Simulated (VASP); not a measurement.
Here is a VASP 6.6.1 calculation.

File INCAR:

```
SYSTEM = W7S13
PREC = Accurate
ENCUT = 520
EDIFF = 1E-7
ISMEAR = 0
SIGMA = 0.05
LREAL = Auto
LASPH = .True.
NELM = 80
ALGO = Normal
ISIF = 2
LWAVE = .False.
LCHARG = .False.
GGA = PS
NELECT = 174.0
NBANDS = 104
```

Contents of KPOINTS:

```
regular mesh
0
Gamma
  3 3 3
  0 0 0
```

Contents of POSCAR:

```
W7S13
1.0
    4.7214102091      0.9086358184      6.3704647762
   -3.1476068061      3.6345432736      6.3704647762
   -1.5738034030     -4.5431790920      6.3704647762
W S
7 13
Direct
    0.9927648240      0.9927648240      0.9927648240
    0.2830732286      0.1343547509      0.5661273537
    0.1343547509      0.5661273537      0.2830732286
    0.4322694474      0.7089088028      0.8488665901
    0.5661273537      0.2830732286      0.1343547509
    0.8488665901      0.4322694474      0.7089088028
    0.7089088028      0.8488665901      0.4322694474
    0.7462750179      0.7462750179      0.7462750179
    0.0257067664      0.8886596600      0.3140010786
    0.8886596600      0.3140010786      0.0257067664
    0.1704931075      0.4562512727      0.6031441119
    0.3140010786      0.0257067664      0.8886596600
    0.6031441119      0.1704931075      0.4562512727
    0.4562512727      0.6031441119      0.1704931075
    0.8587473643      0.7209584746      0.1607233433
    0.7209584746      0.1607233433      0.8587473643
    0.0023161373      0.2983409534      0.4411319576
    0.1607233433      0.8587473643      0.7209584746
    0.4411319576      0.0023161373      0.2983409534
    0.2983409534      0.4411319576      0.0023161373
```

Potentials or basis: VASP PAW PBE potentials, release 64 (W_sv, S).

Run with:

```console
$ cat potpaw_PBE.64/W_sv/POTCAR potpaw_PBE.64/S/POTCAR > POTCAR
$ mpirun -np 1 vasp_std > vasp.out
```

(1) Predict the largest force.

Answers

(1) 0.023 eV/Å.

Caveat: the cell carries a net charge on a neutralising background, which shifts energy and pressure; the cell differs from its parent crystal (atoms taken out, then relaxed in part); the PAW data sets were made with another functional, which shifts forces and pressure a little.
